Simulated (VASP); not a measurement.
# CsSm3 (P1) in VASP: relaxation of cell and atoms with PBE

Aim: the relaxation of cell and atoms of CsSm3 with PBE.

Everything below comes from runs of VASP 6.6.1. Logs are shortened: lines on timing, memory, paths and dates and some standing lists are left out, and cuts for length are marked.

### 1 The cell of the first run

The typed cell holds 8 atoms: a = 5.323 Å, b = 5.291 Å, c = 10.766 Å, α = 91.51°, β = 89.68°, γ = 90.15°.

### 2 Relaxation of cell and atoms, PBE

INCAR

```
SYSTEM = CsSm3
  PREC = Accurate
  ENCUT = 500
  EDIFF = 1E-7
  ISMEAR = 0
  SIGMA = 0.2
  LREAL = .False.
  LASPH = .True.
  NELM = 200
  ALGO = Normal
  ISIF = 3
  LWAVE = .False.
  LCHARG = .False.
  GGA = PE
  IBRION = 2
  NSW = 80
  EDIFFG = -0.025
  GGA_COMPAT = .False.
  NELMIN = 4
  LMAXMIX = 6
```

KPOINTS

```
Automatic mesh
0
Gamma
  4 4 2
  0 0 0
```

POSCAR

```
CsSm3
1.0
    0.0147563632      5.3225693885     -0.0067634597
   -0.0704106740     -0.0067634597      5.2903803345
   10.7653403971      0.0295127264     -0.1408213480
Cs Sm
2 6
Direct
    0.5048872843      0.5008844671      0.2542638593
    0.4974101975      0.4979811609      0.7488263091
    0.0126055221     -0.0005185916      0.2449613397
    1.0011522642     -0.0010918317      0.7482319559
    0.5053383579      0.0095236392     -0.0007789401
    0.5026576462     -0.0054681383      0.5034509423
   -0.0123482286      0.4958643995     -0.0006010583
   -0.0117030437      0.5028248950      0.5016455920
```

Potentials or basis: VASP PAW PBE potentials, release 64 (Cs_sv, Sm_3), 4f in core.

Launch:

```bash
cat potpaw_PBE.64/Cs_sv/POTCAR potpaw_PBE.64/Sm_3/POTCAR > POTCAR
mpirun -np 1 vasp_std > vasp.out
```

OUTCAR:

```text
SYSTEM = CsSm3
   PREC = Accurate
   ENCUT = 500
   EDIFF = 1E-7
   ISMEAR = 0
   LREAL = .False.
   LASPH = .True.
   NELM = 200
   ISIF = 3
   GGA = PE
   IBRION = 2
   NSW = 80
   EDIFFG = -0.025
   NELMIN = 4

 ion  position               nearest neighbor table
   1  0.505  0.501  0.254-
   2  0.497  0.498  0.749-
   3  0.013  0.999  0.245-   7 3.71   5 3.72   7 3.78   8 3.79   5 3.79
   4  0.001  0.999  0.748-   8 3.68   7 3.72   6 3.74   6 3.75   5 3.77
   5  0.505  0.010  0.999-   7 3.63   3 3.72   7 3.74   4 3.77   7 3.77   3 3.79
   6  0.503  0.995  0.503-   8 3.67   8 3.73   4 3.74   4 3.75   8 3.77
   7  0.988  0.496  0.999-   5 3.63   3 3.71   4 3.72   5 3.74   5 3.77   3 3.78
   8  0.988  0.503  0.502-   6 3.67   4 3.68   6 3.73   6 3.77   3 3.79

  LATTYP: Found a triclinic cell.
 ALAT       =    11.8752635338
 B/A-ratio  =     0.4482085072
 C/A-ratio  =     1.2543217856
 COS(alpha) =     0.0021600658
 COS(beta)  =     0.3099471800
 COS(gamma) =     0.8952649422

  Lattice vectors:

 A1 = (   0.0408979476, -10.6383753173,  -5.2768534151)
 A2 = (  -0.0147563632,  -5.3225693885,   0.0067634597)
 A3 = ( -10.6245190491,  -0.0159858070, -10.4399393210)

Analysis of symmetry for initial positions (statically):
=====================================================================
 Subroutine PRICEL returns:
 Original cell was already a primitive cell.

 Routine SETGRP: Setting up the symmetry group for a
 triclinic supercell.

 Subroutine GETGRP returns: Found  1 space group operations
 (whereof  1 operations were pure point group operations)
 out of a pool of  2 trial point group operations.

The static configuration has the point symmetry C_1 .

Analysis of symmetry for dynamics (positions and initial velocities):
=====================================================================
 Subroutine PRICEL returns:
 Original cell was already a primitive cell.

 Routine SETGRP: Setting up the symmetry group for a
 triclinic supercell.

 Subroutine GETGRP returns: Found  1 space group operations
 (whereof  1 operations were pure point group operations)
 out of a pool of  2 trial point group operations.

The dynamic configuration has the point symmetry C_1 .

 Subroutine INISYM returns: Found  1 space group operations
 (whereof  1 operations are pure point group operations),
 and found     1 'primitive' translations

----------------------------------------------------------------------------------------

                                     Primitive cell

[... 87 lines left out ...]
 SYSTEM =  CsSm3
   PREC   = accura    normal or accurate (medium, high low for compatibility)
   ISTART =      0    job   : 0-new  1-cont  2-samecut
   ICHARG =      2    charge: 1-file 2-atom 10-const
   ISPIN  =      1    spin polarized calculation?
   LNONCOLLINEAR =      F non collinear calculations
   LSORBIT =      F    spin-orbit coupling
   LASPH  =      T    aspherical Exc in radial PAW
   ENCUT  =  500.0 eV  36.75 Ry    6.06 a.u.   9.70  9.65 19.63*2*pi/ulx,y,z
   NELM   =    200;   NELMIN=  4; NELMDL= -5     # of ELM steps
   EDIFF  = 0.1E-06   stopping-criterion for ELM
   LREAL  =      F    real-space projection
   EDIFFG = -.3E-01   stopping-criterion for IOM
   NSW    =     80    number of steps for IOM
   IBRION =      2    ionic relax: 0-MD 1-quasi-New 2-CG
   NFREE  =      1    steps in history (QN), initial steepest desc. (CG)
   ISIF   =      3    stress and relaxation
   ISYM   =      2    0-nonsym 1-usesym 2-fastsym
   POTIM  = 0.5000    time-step for ionic-motion
   TEBEG  =    0.0;   TEEND  =   0.0 temperature during run
   PSTRESS=    0.0 pullay stress
   NELECT =      84.0000    total number of electrons
   NUPDOWN=      -1.0000    fix difference up-down
   EMIN   =  10.00;   EMAX   =-10.00  energy-range for DOS
   EFERMI =   0.00;   METHOD = LEGACY
   ISMEAR =     0;   SIGMA  =   0.20  broadening in eV -4-tet -1-fermi 0-gaus
   EFERMI_NEDOS =   21; number of points for ismear=-14 and -15
   IALGO  =     38    algorithm
   IMIX   =      4    mixing-type and parameters
     AMIX     =   0.40;   BMIX     =  1.00
     AMIX_MAG =   1.60;   BMIX_MAG =  1.00
  volume/ion in A,a.u.               =      37.88       255.66
  Fermi-wavevector in a.u.,A,eV,Ry     =   1.067372  2.017041 15.500885  1.139283
  Thomas-Fermi vector in A             =   2.202986
   LORBIT       =      0    0 simple, 1 ext, 2 COOP (PROOUT), +10 PAW based schemes
   GGA     = PE    functional components
   LHFCALC =     F    Hartree Fock is set to
   AEXX    =    0.0000 exact exchange contribution
   IVDW    =     0    specifies the selected vdW correction
   LEPSILON=     F    determine dielectric tensor
   LRPA    =     F    only Hartree local field effects (RPA)
 conjugate gradient relaxation of ions
 non-spin polarized calculation
 Gauss-broadening in eV      SIGMA  =   0.20
  energy-cutoff  :      500.00
  volume of cell :      303.08
 maximum number of plane-waves:      7719
 NGX is ok and might be reduce to    40
   NGX = 19   NGY = 19   NGZ = 39

--------------------------------------- Ionic step        1  -------------------------------------------

 number of electron      84.0000001 magnetization

 Free energy of the ion-electron system (eV)
  ---------------------------------------------------
  ext. energy  EPLUGINS =         0.00000000
  ---------------------------------------------------
  free energy    TOTEN  =       -24.67204038 eV

  energy without entropy =      -24.32626713  energy(sigma->0) =      -24.49915375

------------------------ aborting loop because EDIFF is reached ----------------------------------------

  FORCE on cell =-STRESS in cart. coord.  units (eV):
  Direction    XX          YY          ZZ          XY          YZ          ZX
  --------------------------------------------------------------------------------------
  -------------------------------------------------------------------------------------
  Total        0.5681600      0.6562649      0.7317916     -0.1180653      0.0887134      0.6842685
  in kB        3.0034807      3.4692318      3.8684912     -0.6241323      0.4689680      3.6172684
  external PRESSURE =       3.4470679 kB  Pullay stress =       0.0000000 kB
[... 323 lines left out ...]
--------------------------------------- Ionic step        9  -------------------------------------------

 number of electron      84.0000006 magnetization

 Free energy of the ion-electron system (eV)
  ---------------------------------------------------
  ext. energy  EPLUGINS =         0.00000000
  ---------------------------------------------------
  free energy    TOTEN  =       -24.72191505 eV

  energy without entropy =      -24.35936797  energy(sigma->0) =      -24.54064151

 E-fermi :   2.9007     XC(G=0):  -9.2156

 val. band max:        2.8947650140   @ k =   0.2500   0.2500   0.5000
 cond. band min:       2.9350784105   @ k =   0.2500   0.0000  -0.0000
 fundamental gap:      0.0403133965
 Fermi energy:         2.9007224948

 k-point     1 :       0.0000    0.0000    0.0000
  band No.  band energies     occupation
      1     -38.5829      2.00000
      2     -38.5625      2.00000
      3     -38.5538      2.00000
      4     -38.5326      2.00000
      5     -38.5270      2.00000
      6     -38.5269      2.00000
[... 1084 lines left out ...]
  FREE ENERGIE OF THE ION-ELECTRON SYSTEM (eV)
  ---------------------------------------------------
  free  energy   TOTEN  =       -24.7219150488 eV

  energy  without entropy=      -24.3593679733  energy(sigma->0) =      -24.54064151

 reached required accuracy - stopping structural energy minimisation
```

OSZICAR:

```text
N       E                     dE             d eps       ncg     rms          rms(c)
DAV:   1     0.835735777783E+03    0.83574E+03   -0.39562E+04  2008   0.146E+03
DAV:   2     0.196576587077E+02   -0.81608E+03   -0.80502E+03  2270   0.390E+02
DAV:   3    -0.235965724604E+02   -0.43254E+02   -0.42279E+02  2528   0.783E+01
[... 106 lines left out ...]
DAV:   4    -0.247218937211E+02    0.16702E-03   -0.12355E-03  2584   0.149E-01    0.218E-02
DAV:   5    -0.247219033544E+02   -0.96333E-05   -0.15744E-04  2488   0.538E-02    0.152E-02
DAV:   6    -0.247219044334E+02   -0.10789E-05   -0.31238E-05  2568   0.241E-02    0.910E-03
DAV:   7    -0.247219132736E+02   -0.88403E-05   -0.48163E-06  2496   0.850E-03    0.278E-03
DAV:   8    -0.247219150897E+02   -0.18160E-05   -0.65587E-07  2054   0.394E-03    0.106E-03
DAV:   9    -0.247219150488E+02    0.40834E-07   -0.92796E-08  1424   0.144E-03
   9 F= -.24721915E+02 E0= -.24540642E+02  d E =-.685141E-03
```

CONTCAR:

```text
CsSm3
   1.00000000000000
     0.0007114911313153    5.3533111841810745   -0.0004568750968342
    -0.0057260829054021   -0.0005406946609319    5.3432297476039583
    10.7467544839496192    0.0010650368593091   -0.0092707953885676
  Cs              Sm
     2     6
Direct
     0.5022517537456703    0.5003485191236913    0.2510346827828647
     0.4978771266298491    0.4996220239562540    0.7505263136237742
     0.0007586774113702    0.0003263709839258    0.2494517907504148
     0.9982922339729031    0.9998180661183106    0.7496043388256051
     0.5001085575079089    0.9999228218100223    0.9994848997392958
     0.4996394319661809    0.9998597371412620    0.5001793542302988
     0.0007276284740630    0.5007104288457151    0.9996137568054226
     0.0003445901920599    0.4993920321208138    0.5001048631423298

  0.00000000E+00  0.00000000E+00  0.00000000E+00
  0.00000000E+00  0.00000000E+00  0.00000000E+00
  0.00000000E+00  0.00000000E+00  0.00000000E+00
  0.00000000E+00  0.00000000E+00  0.00000000E+00
  0.00000000E+00  0.00000000E+00  0.00000000E+00
  0.00000000E+00  0.00000000E+00  0.00000000E+00
  0.00000000E+00  0.00000000E+00  0.00000000E+00
  0.00000000E+00  0.00000000E+00  0.00000000E+00
```

Run time: 17 min. Hardware: 1 thread of AMD EPYC 9R45 (Zen 5), shared host; peak memory 0.48 GiB.

What came out:

| Property | Result |
| --- | --- |
| Free energy | -24.7219 eV |
| Relaxed volume | 38.42 Å³/atom |
| Relaxed cell | a = 5.353 Å, b = 5.343 Å, c = 10.747 Å, α = 90.11°, β = 89.99°, γ = 90.01° |
| Space group after relaxing (to 0.1 Å) | Pm-3m (No. 221) |
| Energy gained by relaxing | 6.2 meV/atom |
| Ionic steps | 9 |
| Pressure after relaxing | 0.0 GPa |
| Largest force after relaxing | 0.018 eV/Å |
| Band gap on the k mesh | zero (bands 42 and 43 overlap by 1.05 eV) |

Forces on the atoms (eV/Å):
```
Cs  -0.014 -0.011 -0.002
Cs  -0.005  0.011  0.001
Sm   0.006  0.002 -0.002
Sm   0.003  0.012  0.000
Sm   0.008  0.001  0.006
Sm  -0.002  0.003 -0.002
Sm   0.006 -0.010 -0.008
Sm  -0.002 -0.007  0.006
```

Step by step:
| step | energy change (eV) | largest force (eV/Å) | pressure (GPa) | volume (Å³) |
| --- | --- | --- | --- | --- |
| 1 | 0.0000 | 0.2401 | 0.34 | 303.08 |
| 2 | -0.0198 | 0.1977 | 0.10 | 306.66 |
| 3 | -0.0329 | 0.1309 | -0.26 | 312.62 |
| 4 | -0.0419 | 0.0985 | -0.13 | 310.28 |
| 5 | -0.0464 | 0.0605 | 0.07 | 306.94 |
| 6 | -0.0482 | 0.0411 | 0.03 | 307.58 |
| 7 | -0.0492 | 0.0315 | -0.02 | 308.52 |
| 8 | -0.0496 | 0.0255 | 0.00 | 308.05 |
| 9 | -0.0499 | 0.0178 | 0.04 | 307.40 |

Final structure:
```
CELL_PARAMETERS angstrom
0.00071 5.35331 -0.00046
-0.00573 -0.00054 5.34323
10.74675 0.00107 -0.00927
ATOMIC_POSITIONS crystal
Cs 0.50225 0.50035 0.25103
Cs 0.49788 0.49962 0.75053
Sm 0.00076 0.00033 0.24945
Sm 0.99829 0.99982 0.74960
Sm 0.50011 0.99992 0.99948
Sm 0.49964 0.99986 0.50018
Sm 0.00073 0.50071 0.99961
Sm 0.00034 0.49939 0.50010
```

Levels at points of the mesh, in eV from the Fermi level:
```csv
k point,band 39,band 40,band 41,band 42,band 43,band 44,band 45,band 46
"(0.00, 0.00, 0.00)",-0.83,-0.83,-0.82,-0.46,-0.33,-0.17,0.60,0.61
"(0.50, 0.00, 0.00)",-0.31,-0.17,0.11,0.16,0.58,0.61,0.61,0.61
"(0.00, 0.50, 0.00)",-0.30,-0.17,0.11,0.15,0.59,0.60,0.61,0.62
"(0.50, 0.50, 0.00)",-0.65,0.12,0.14,0.62,0.63,0.65,0.65,0.89
"(0.00, 0.00, 0.50)",-0.92,-0.91,-0.59,-0.59,-0.42,-0.42,-0.42,-0.42
"(0.50, 0.00, 0.50)",-0.06,-0.05,-0.02,-0.02,0.05,0.05,0.39,0.39
"(0.00, 0.50, 0.50)",-0.06,-0.05,-0.02,-0.02,0.06,0.06,0.39,0.39
"(0.50, 0.50, 0.50)",-0.39,-0.39,0.54,0.55,0.82,0.82,0.82,0.83
```

Caveat: spin-orbit coupling is left out, which moves the levels of the heavy elements; the 4f electrons are frozen in the core, so they carry no moment and show no levels. Spin polarisation is off, so any magnetic state and its effect on volume and gap are missing.

The gap in the log of VASP goes by the Fermi energy; the results here count the filled bands.